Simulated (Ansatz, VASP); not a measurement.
## Two plane-wave programs on HfO2

```
Hf O
1.0
     3.55802    0.00000    0.00000
     0.00000    3.55802    0.00000
     0.00000    0.00000    5.17186
Hf O
2 4
Direct
  0.50000 0.50000 0.50000
  0.00000 0.00000 0.00000
  0.00000 0.50000 0.69721
  0.50000 0.00000 0.80279
  0.50000 0.00000 0.30279
  0.00000 0.50000 0.19721
```

Alike in both runs: task relaxation of cell and atoms; functional PBE; dispersion D4; k mesh 6 × 6 × 4; no spin polarisation.

|  | VASP | Ansatz |
| --- | --- | --- |
| version | VASP 6.6.1 | Ansatz 0.2.0 |
| potentials or method | VASP PAW PBE potentials, release 64 (Hf_pv, O), cutoff 600 eV | plane waves, PAW |
| occupations | gaussian, width 0.01 eV | fixed |
| valence electrons in the cell | 44 | 76 |

VASP gave:

```
relaxed volume (Å³/atom)                                     : 11.03
relaxed cell length with the largest relative difference (Å) : 5.188
```

Task: What did Ansatz give for the same quantities?

Result: Relaxed volume (Å³/atom): 11.21; relaxed cell length with the largest relative difference (Å): 5.223.

VASP's potentials hold 44 valence electrons a cell and Ansatz's 76, so a difference there can come from the potentials and not from the codes.

Neither program's run includes spin-orbit coupling.
